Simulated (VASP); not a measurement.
# Al24N25 (a cell with a defect) in VASP: notebook, part 2 of 2

VASP 6.6.1. Earlier steps stand in the parts before.

**3. Single point, PBE, collinear spin (with an interstitial atom, then relaxed in part)**

INCAR reads:

```
SYSTEM = Al24N25
  ALGO = Normal
  EDIFF = 1E-6
  ENCUT = 520
  GGA = PE
  GGA_COMPAT = .FALSE.
  ISIF = 2
  ISMEAR = 0
  ISPIN = 2
  LASPH = .TRUE.
  LCHARG = .FALSE.
  LORBIT = 11
  LREAL = Auto
  LWAVE = .FALSE.
  MAGMOM = 0 0 0 0 0.1 0 0 0 0 0 0.1 0.1 0 0.1 0 0 0 0 0.1 0.1 0 0 0 0 0 0 0 0 0 0 0 0 0 0 0 0 0 0 0 0 0.1 0 0 0 0.1 0 0 0.1 0.1
  NBANDS = 132
  NELM = 200
  PREC = Accurate
  SIGMA = 0.01
```

KPOINTS reads:

```
k-points
0
G
  1 1 1
  0 0 0
```

POSCAR reads:

```
Al24N25
1.0
    3.1302084199     -5.4216800216      5.0180433219
    3.1302084199      5.4216800216      5.0180433219
   -6.2604168399      0.0000000000      5.0180433219
Al N
24 25
Direct
    0.6671786178      0.3339680626      0.4975374706
    0.9977577208      0.6624211850      0.8326484577
    0.3339680626      0.4975374706      0.6671786178
    0.8280612664      0.5096518647      0.1679684148
    0.1684656948      0.3348659210      1.0006378877
    0.4975374706      0.6671786178      0.3339680626
    0.8326484577      0.9977577208      0.6624211850
    0.1679684148      0.8280612664      0.5096518647
    0.5096518647      0.1679684148      0.8280612664
    0.6624211850      0.8326484577      0.9977577208
    1.0006378877      0.1684656948      0.3348659210
    0.3348659210      1.0006378877      0.1684656948
    0.6675284350      0.4994123213      0.8320887630
    0.9994742904      0.8354579658      0.1656085665
    0.3347665818      0.6634693793      0.9997850192
    0.8320887630      0.6675284350      0.4994123213
    0.1658886608      0.5010152495      0.3324211028
    0.4994123213      0.8320887630      0.6675284350
    0.8354579658      0.1656085665      0.9994742904
    0.1656085665      0.9994742904      0.8354579658
    0.5010152495      0.3324211028      0.1658886608
    0.6634693793      0.9997850192      0.3347665818
    0.9997850192      0.3347665818      0.6634693793
    0.3324211028      0.1658886608      0.5010152495
    0.7935769864      0.4613694224      0.6253039745
    0.1294317740      0.7825148631      0.9567677363
    0.4613694224      0.6253039745      0.7935769864
    0.9599897010      0.6306766380      0.2944156611
    0.2955032786      0.4598461982      0.1283248239
    0.6253039745      0.7935769864      0.4613694224
    0.9567677363      0.1294317740      0.7825148631
    0.2944156611      0.9599897010      0.6306766380
    0.6306766380      0.2944156611      0.9599897010
    0.7825148631      0.9567677363      0.1294317740
    0.1283248239      0.2955032786      0.4598461982
    0.4598461982      0.1283248239      0.2955032786
    0.4624660832      0.2936626216      0.6252160299
    0.7912474961      0.6283630108      0.9591813711
    0.1271209743      0.4575854709      0.7930846485
    0.6252160299      0.4624660832      0.2936626216
    0.9575337336      0.3084944216      0.1324648518
    0.2936626216      0.6252160299      0.4624660832
    0.6283630108      0.9591813711      0.7912474961
    0.9591813711      0.7912474961      0.6283630108
    0.3084944216      0.1324648518      0.9575337336
    0.4575854709      0.7930846485      0.1271209743
    0.7930846485      0.1271209743      0.4575854709
    0.1324648518      0.9575337336      0.3084944216
    0.0572237743      0.0572237743      0.0572237743
```

Potentials or basis: VASP PAW PBE potentials, release 64 (Al, N).

Run with:

```sh
$ cat potpaw_PBE.64/Al/POTCAR potpaw_PBE.64/N/POTCAR > POTCAR
$ mpirun -np 1 vasp_gam > vasp.out
```

Wall time 2.9 min (1 thread of Intel Xeon 6975P-C (Granite Rapids), shared host); peak memory 0.63 GiB.

Results (log left out):

- Free energy: -358.0512 eV
- Pressure: 2.4 GPa
- Largest force: 0.013 eV/Å
- Band gap on the k mesh: 1.36 eV
- Net moment: 3.00 μB per cell
- Site moments: Al +0.00, +0.02, -0.00 (each value once); N +0.00, +0.11, +0.01, +0.18, +1.23 (each value once) μB
- Valence electrons inside the program's atomic spheres: Al 0.80, 0.81, 0.78, 0.77, 0.79 (each value once); N 3.85, 3.83, 3.86, 3.81, 3.64 (each value once)

Forces on the atoms (eV/Å):
```
Al  -0.003  0.001  0.003
Al   0.002  0.001  0.007
Al   0.002  0.002  0.003
Al   0.001  0.006  0.001
Al   0.005  0.001 -0.001
Al   0.000 -0.003  0.003
Al  -0.002  0.001  0.007
Al  -0.005 -0.002  0.001
Al   0.005 -0.003  0.001
Al   0.000 -0.003  0.007
Al  -0.003  0.004 -0.001
Al  -0.002 -0.005 -0.001
Al   0.000  0.004 -0.001
Al   0.002 -0.001 -0.005
Al   0.002  0.004  0.001
Al  -0.003 -0.002 -0.001
Al  -0.001 -0.005  0.002
Al   0.003 -0.002 -0.001
Al  -0.002 -0.001 -0.005
Al   0.000  0.002 -0.005
Al  -0.004  0.004  0.002
Al   0.002 -0.004  0.001
Al  -0.005  0.000  0.001
Al   0.005  0.001  0.002
N    0.000 -0.001  0.001
N    0.001 -0.001 -0.001
N   -0.001  0.000  0.001
N    0.000  0.000 -0.002
N    0.000  0.000  0.000
N    0.001  0.001  0.001
N    0.000  0.001 -0.001
N    0.000  0.000 -0.002
N    0.000  0.000 -0.002
N   -0.001  0.000 -0.001
N    0.000  0.000  0.000
N    0.000  0.000  0.000
N   -0.003 -0.001 -0.001
N    0.000 -0.001  0.001
N   -0.001  0.001 -0.002
N    0.003 -0.002 -0.001
N   -0.001 -0.012 -0.005
N    0.001  0.003 -0.001
N   -0.001  0.001  0.001
N    0.001  0.001  0.001
N   -0.010  0.007 -0.005
N    0.002  0.000 -0.002
N    0.000 -0.002 -0.002
N    0.011  0.005 -0.005
N    0.000  0.000  0.009
```

Stress tensor (GPa, compression positive):
```
1.78 0.00 0.00
0.00 1.78 0.00
0.00 0.00 3.55
```

Levels at points of the mesh, in eV from the valence-band top:
Spin up:
```
           k point  band 96  band 97  band 98  band 99  band 100  band 101  band 102  band 103  band 104  band 105
(0.00, 0.00, 0.00)    -0.83    -0.62    -0.01    -0.01      0.00      3.59      5.14      5.14      5.15      5.27
```
Spin down:
```tsv
k point	band 94	band 95	band 96	band 97	band 98	band 99	band 100	band 101
(0.00, 0.00, 0.00)	-0.98	-0.77	-0.77	-0.55	1.36	1.36	1.58	3.63
```

Caveat: the k points lie up to 0.79 Å⁻¹ apart; the cell differs from its parent crystal (with an interstitial atom, then relaxed in part).

**4. Single point, PBE, collinear spin (with an interstitial atom, then relaxed in part)**

INCAR reads:

```
SYSTEM = Al24N25
PREC = Accurate ; ENCUT = 520
EDIFF = 1E-6 ; ISMEAR = 0
SIGMA = 0.01 ; LREAL = Auto
LASPH = .True. ; NELM = 200
ALGO = Normal ; ISIF = 2
LWAVE = .False. ; LCHARG = .False.
ISPIN = 2 ; MAGMOM = 0 0 0 0 0.1 0 0 0 0 0 0.1 0.1 0 0.1 0 0 0 0 0.1 0.1 0 0 0 0 0 0 0 0 0 0 0 0 0 0 0 0 0 0 0 0 0.1 0 0 0 0.1 0 0 0.1 0.1
LORBIT = 11 ; GGA = PE
NELECT = 199.0 ; NBANDS = 132
GGA_COMPAT = .False.
```

KPOINTS reads:

```
Automatic mesh
0
Gamma
  1 1 1
  0 0 0
```

POSCAR reads:

```
Al24N25
1.0
    3.1302084199     -5.4216800216      5.0180433219
    3.1302084199      5.4216800216      5.0180433219
   -6.2604168399      0.0000000000      5.0180433219
Al N
24 25
Direct
    0.6677707509      0.3332584333      0.4923894229
    0.9978267313      0.6593092235      0.8347028069
    0.3332584333      0.4923894229      0.6677707509
    0.8273015436      0.5191570586      0.1691531975
    0.1647889096      0.3238944509      1.0026312228
    0.4923894229      0.6677707509      0.3332584333
    0.8347028069      0.9978267313      0.6593092235
    0.1691531975      0.8273015436      0.5191570586
    0.5191570586      0.1691531975      0.8273015436
    0.6593092235      0.8347028069      0.9978267313
    1.0026312228      0.1647889096      0.3238944509
    0.3238944509      1.0026312228      0.1647889096
    0.6700164723      0.4979220247      0.8315992895
    1.0054712267      0.8519934207      0.1642903623
    0.3312954865      0.6600033757      0.9984632669
    0.8315992895      0.6700164723      0.4979220247
    0.1616381848      0.5013978102      0.3293567246
    0.4979220247      0.8315992895      0.6700164723
    0.8519934207      0.1642903623      1.0054712267
    0.1642903623      1.0054712267      0.8519934207
    0.5013978102      0.3293567246      0.1616381848
    0.6600033757      0.9984632669      0.3312954865
    0.9984632669      0.3312954865      0.6600033757
    0.3293567246      0.1616381848      0.5013978102
    0.7930402655      0.4620062219      0.6213297130
    0.1292222162      0.7753330511      0.9545069405
    0.4620062219      0.6213297130      0.7930402655
    0.9597457084      0.6407788749      0.2940552706
    0.2952049496      0.4573091339      0.1278127344
    0.6213297130      0.7930402655      0.4620062219
    0.9545069405      0.1292222162      0.7753330511
    0.2940552706      0.9597457084      0.6407788749
    0.6407788749      0.2940552706      0.9597457084
    0.7753330511      0.9545069405      0.1292222162
    0.1278127344      0.2952049496      0.4573091339
    0.4573091339      0.1278127344      0.2952049496
    0.4653115787      0.2916264142      0.6224029941
    0.7881542520      0.6306394097      0.9573883612
    0.1255319728      0.4521509834      0.7925924452
    0.6224029941      0.4653115787      0.2916264142
    0.9552890051      0.3251825948      0.1390557296
    0.2916264142      0.6224029941      0.4653115787
    0.6306394097      0.9573883612      0.7881542520
    0.9573883612      0.7881542520      0.6306394097
    0.3251825948      0.1390557296      0.9552890051
    0.4521509834      0.7925924452      0.1255319728
    0.7925924452      0.1255319728      0.4521509834
    0.1390557296      0.9552890051      0.3251825948
    0.0581422267      0.0581422267      0.0581422267
```

Run with:

```sh
$ cat potpaw_PBE.64/Al/POTCAR potpaw_PBE.64/N/POTCAR > POTCAR
$ mpirun -np 1 vasp_gam > vasp.out
```

Run time: 2.4 min. Hardware: 1 thread of Intel Xeon 6975P-C (Granite Rapids), shared host; peak memory 0.63 GiB.

Results (log left out):

```
Free energy                                           : -342.5452 eV
Largest force                                         : 0.015 eV/Å
Net moment                                            : 1.00 μB per cell
Site moments                                          : Al +0.00, +0.01, -0.00 (each value once); N +0.00, +0.04, +0.05, +0.41 (each value once) μB
Valence electrons inside the program's atomic spheres : Al 0.81, 0.82, 0.85, 0.78, 0.77, 0.83, 0.79 (each value once); N 3.85, 3.86, 3.88, 3.89 (each value once)
```

Forces in eV/Å, atoms in the order of the input:
```
Al  -0.001  0.000 -0.001
Al   0.000  0.004  0.002
Al   0.000  0.001 -0.001
Al   0.003  0.002 -0.003
Al   0.002  0.000 -0.003
Al   0.001 -0.001 -0.001
Al  -0.003 -0.002  0.002
Al  -0.004  0.002 -0.003
Al   0.000 -0.004 -0.003
Al   0.003 -0.001  0.002
Al  -0.001  0.002 -0.003
Al  -0.001 -0.002 -0.003
Al  -0.002  0.004  0.000
Al  -0.011  0.001  0.000
Al   0.000 -0.002  0.006
Al  -0.002 -0.004  0.000
Al   0.001 -0.006  0.000
Al   0.004  0.000  0.000
Al   0.006  0.009  0.000
Al   0.005 -0.010  0.000
Al  -0.005  0.002  0.000
Al  -0.001  0.001  0.006
Al   0.001  0.000  0.006
Al   0.004  0.004  0.000
N   -0.001 -0.001 -0.001
N    0.000 -0.004 -0.006
N    0.000  0.001 -0.001
N   -0.003  0.001  0.000
N    0.003  0.001  0.004
N    0.001  0.000 -0.001
N    0.004  0.002 -0.006
N    0.001 -0.003  0.000
N    0.002  0.002  0.000
N   -0.003  0.002 -0.006
N   -0.002  0.002  0.004
N    0.000 -0.003  0.004
N   -0.002 -0.001  0.006
N   -0.004 -0.002  0.003
N    0.004  0.003 -0.006
N    0.001 -0.001  0.006
N    0.000 -0.013 -0.006
N    0.000  0.002  0.006
N    0.001  0.004  0.003
N    0.003 -0.003  0.003
N   -0.011  0.007 -0.006
N    0.001 -0.005 -0.006
N   -0.005  0.001 -0.006
N    0.012  0.006 -0.006
N    0.000  0.000  0.015
```

Levels at points of the mesh, in eV from the Fermi level:
Spin up:
| k point | band 96 | band 97 | band 98 | band 99 | band 100 | band 101 | band 102 | band 103 | band 104 | band 105 |
| --- | --- | --- | --- | --- | --- | --- | --- | --- | --- | --- |
| (0.00, 0.00, 0.00) | -1.77 | -1.49 | -0.59 | -0.33 | -0.33 | 2.48 | 3.83 | 3.91 | 3.91 | 4.20 |
Spin down:
```
           k point  band 95  band 96  band 97  band 98  band 99  band 100  band 101  band 102  band 103  band 104
(0.00, 0.00, 0.00)    -1.76    -1.76    -1.45    -0.11    -0.11      0.45      2.49      3.88      3.91      3.91
```

Caveat: the k points lie up to 0.79 Å⁻¹ apart; the cell carries a net charge on a neutralising background, which shifts energy and pressure; the cell differs from its parent crystal (with an interstitial atom, then relaxed in part); the cell is charged against a uniform background, so pressure and absolute levels hang on convention.

**5. Relaxation of the atoms, PBE (with an interstitial atom)**

INCAR reads:

```
SYSTEM = Al24N25
  PREC = Accurate
  ENCUT = 520
  EDIFF = 1E-7
  ISMEAR = 0
  SIGMA = 0.01
  LREAL = Auto
  LASPH = .TRUE.
  NELM = 120
  ALGO = Normal
  ISIF = 2
  LWAVE = .FALSE.
  LCHARG = .FALSE.
  GGA = PE
  IBRION = 2
  NSW = 65
  EDIFFG = -0.025
  NELECT = 198.0
  GGA_COMPAT = .FALSE.
  NELMIN = 4
```

KPOINTS reads:

```
Automatic mesh
0
G
  1 1 1
  0 0 0
```

POSCAR reads:

```
Al24N25
1.0
    3.1302084199     -5.4216800216      5.0180433219
    3.1302084199      5.4216800216      5.0180433219
   -6.2604168399      0.0000000000      5.0180433219
Al N
24 25
Direct
    0.6671786178      0.3339680626      0.4975374706
    0.9977577208      0.6624211850      0.8326484577
    0.3339680626      0.4975374706      0.6671786178
    0.8280612664      0.5096518647      0.1679684148
    0.1684656948      0.3348659210      1.0006378877
    0.4975374706      0.6671786178      0.3339680626
    0.8326484577      0.9977577208      0.6624211850
    0.1679684148      0.8280612664      0.5096518647
    0.5096518647      0.1679684148      0.8280612664
    0.6624211850      0.8326484577      0.9977577208
    1.0006378877      0.1684656948      0.3348659210
    0.3348659210      1.0006378877      0.1684656948
    0.6675284350      0.4994123213      0.8320887630
    0.9994742904      0.8354579658      0.1656085665
    0.3347665818      0.6634693793      0.9997850192
    0.8320887630      0.6675284350      0.4994123213
    0.1658886608      0.5010152495      0.3324211028
    0.4994123213      0.8320887630      0.6675284350
    0.8354579658      0.1656085665      0.9994742904
    0.1656085665      0.9994742904      0.8354579658
    0.5010152495      0.3324211028      0.1658886608
    0.6634693793      0.9997850192      0.3347665818
    0.9997850192      0.3347665818      0.6634693793
    0.3324211028      0.1658886608      0.5010152495
    0.7935769864      0.4613694224      0.6253039745
    0.1294317740      0.7825148631      0.9567677363
    0.4613694224      0.6253039745      0.7935769864
    0.9599897010      0.6306766380      0.2944156611
    0.2955032786      0.4598461982      0.1283248239
    0.6253039745      0.7935769864      0.4613694224
    0.9567677363      0.1294317740      0.7825148631
    0.2944156611      0.9599897010      0.6306766380
    0.6306766380      0.2944156611      0.9599897010
    0.7825148631      0.9567677363      0.1294317740
    0.1283248239      0.2955032786      0.4598461982
    0.4598461982      0.1283248239      0.2955032786
    0.4624660832      0.2936626216      0.6252160299
    0.7912474961      0.6283630108      0.9591813711
    0.1271209743      0.4575854709      0.7930846485
    0.6252160299      0.4624660832      0.2936626216
    0.9575337336      0.3084944216      0.1324648518
    0.2936626216      0.6252160299      0.4624660832
    0.6283630108      0.9591813711      0.7912474961
    0.9591813711      0.7912474961      0.6283630108
    0.3084944216      0.1324648518      0.9575337336
    0.4575854709      0.7930846485      0.1271209743
    0.7930846485      0.1271209743      0.4575854709
    0.1324648518      0.9575337336      0.3084944216
    0.0572237743      0.0572237743      0.0572237743
```

Run with:

```sh
$ cat potpaw_PBE.64/Al/POTCAR potpaw_PBE.64/N/POTCAR > POTCAR
$ mpirun -np 1 vasp_gam > vasp.out
```

Wall time 12 min (1 thread of Intel Xeon 6975P-C (Granite Rapids), shared host); peak memory 0.53 GiB.

It converged, with:

```
Free energy                  : -349.9662 eV
Energy gained by relaxing    : 18.1 meV/atom
Ionic steps                  : 16
Largest force after relaxing : 0.021 eV/Å
```

Forces on the atoms (eV/Å):
```
Al   0.004 -0.013  0.012
Al  -0.009  0.003 -0.012
Al  -0.013  0.003  0.012
Al   0.015 -0.014  0.001
Al   0.005  0.007 -0.009
Al   0.010  0.010  0.012
Al   0.002 -0.010 -0.012
Al   0.005  0.020  0.001
Al  -0.020 -0.006  0.001
Al   0.007  0.007 -0.012
Al  -0.008  0.001 -0.009
Al   0.004 -0.008 -0.009
Al  -0.009 -0.003 -0.004
Al   0.008 -0.001  0.008
Al  -0.005  0.012  0.007
Al   0.006 -0.006 -0.004
Al   0.007 -0.002  0.000
Al   0.002  0.009 -0.004
Al  -0.005 -0.006  0.008
Al  -0.003  0.007  0.008
Al  -0.006 -0.005  0.000
Al   0.013 -0.001  0.007
Al  -0.008 -0.011  0.007
Al  -0.002  0.008  0.000
N   -0.005 -0.002  0.003
N    0.011  0.008 -0.007
N    0.001  0.006  0.003
N   -0.005 -0.011 -0.005
N   -0.004 -0.005  0.003
N    0.005 -0.003  0.003
N   -0.012  0.006 -0.007
N    0.012  0.001 -0.005
N   -0.007  0.010 -0.005
N    0.001 -0.013 -0.007
N    0.007 -0.001  0.003
N   -0.003  0.006  0.003
N    0.008  0.006  0.007
N    0.004  0.007 -0.008
N    0.001 -0.003  0.003
N   -0.009  0.004  0.007
N   -0.005  0.006  0.003
N    0.001 -0.010  0.007
N    0.004 -0.007 -0.008
N   -0.008  0.000 -0.008
N    0.008  0.002  0.003
N   -0.003  0.000  0.003
N    0.002  0.002  0.003
N   -0.002 -0.007  0.003
N    0.000  0.000 -0.008
```

The path:
```
step  energy change (eV)  largest force (eV/Å)  pressure (GPa)
   1              0.0000                1.9373            6.07
   2             -0.3003                1.9779            6.59
   3             -0.5289                1.3399            6.21
   4             -0.7544                0.6712            6.29
   5             -0.7615                0.6613            6.33
   6             -0.8480                0.3292            6.28
   7             -0.8481                0.3381            6.28
   8             -0.8690                0.2119            6.36
   9             -0.8691                0.1895            6.35
  10             -0.8803                0.0729            6.37
  11             -0.8812                0.0896            6.38
  12             -0.8859                0.0613            6.40
  13             -0.8861                0.0764            6.40
  14             -0.8884                0.0278            6.41
  15             -0.8884                0.0275            6.41
  16             -0.8889                0.0205            6.42
```

Final structure:
```xyz
49
Lattice="3.1302 -5.4217 5.0180 3.1302 5.4217 5.0180 -6.2604 0.0000 5.0180" Properties=species:S:1:pos:R:3 pbc="T T T"
Al    0.0263   -1.8101    7.5107
Al   -0.0149   -1.8282   12.4889
Al   -1.5808    0.8823    7.5107
Al    3.1529   -1.7288    7.5826
Al    1.5601    0.8901    2.5358
Al    1.5545    0.9279    7.5107
Al    1.5907    0.9012   12.4889
Al   -0.0793    3.5949    7.5826
Al   -3.0736   -1.8661    7.5826
Al   -1.5758    0.9270   12.4889
Al   -1.5509    0.9061    2.5358
Al   -0.0093   -1.7962    2.5358
Al   -1.5538   -0.9277   10.0262
Al    1.6169    4.5630    5.0801
Al   -3.1361    1.7810   10.0084
Al    1.5803   -0.8818   10.0262
Al    0.0147    1.8309    5.0137
Al   -0.0265    1.8095   10.0262
Al    3.1432   -3.6818    5.0801
Al   -4.7601   -0.8812    5.0801
Al    1.5783   -0.9282    5.0137
Al    3.1104    1.8255   10.0084
Al    0.0257   -3.6065   10.0084
Al   -1.5930   -0.9027    5.0137
N     0.0316   -1.7951    9.4269
N    -3.1341    3.4900    9.3134
N    -1.5704    0.8702    9.4269
N     3.1603   -1.7615    9.4901
N     1.5627    0.8811    4.4512
N     1.5388    0.9249    9.4269
N    -1.4553   -4.4592    9.3134
N    -0.0547    3.6177    9.4901
N    -3.1057   -1.8562    9.4901
N     4.5894    0.9692    9.3134
N    -1.5444    0.9128    4.4512
N    -0.0183   -1.7939    4.4512
N    -1.5515   -0.9269    6.9393
N    -1.5595   -0.8842   11.9208
N    -3.1435    1.7761    6.8934
N     1.5785   -0.8802    6.9393
N     3.1383   -3.5184    7.0988
N    -0.0270    1.8071    6.9393
N     0.0140    1.7927   11.9208
N     1.5455   -0.9085   11.9208
N    -4.6162   -0.9586    7.0988
N     3.1099    1.8343    6.8934
N     0.0336   -3.6104    6.8934
N     1.4779    4.4770    7.0988
N     0.0000    0.0000    0.6602
```

Levels at points of the mesh, in eV from the Fermi level:
| k point | band 97 | band 98 | band 99 | band 100 | band 101 | band 102 |
| --- | --- | --- | --- | --- | --- | --- |
| (0.00, 0.00, 0.00) | -1.41 | -0.05 | -0.05 | 0.21 | 2.76 | 4.23 |

Caveat: the k points lie up to 0.79 Å⁻¹ apart; the cell carries a net charge on a neutralising background, which shifts energy and pressure; the cell differs from its parent crystal (with an interstitial atom); the cell is charged against a uniform background, so pressure and absolute levels hang on convention.
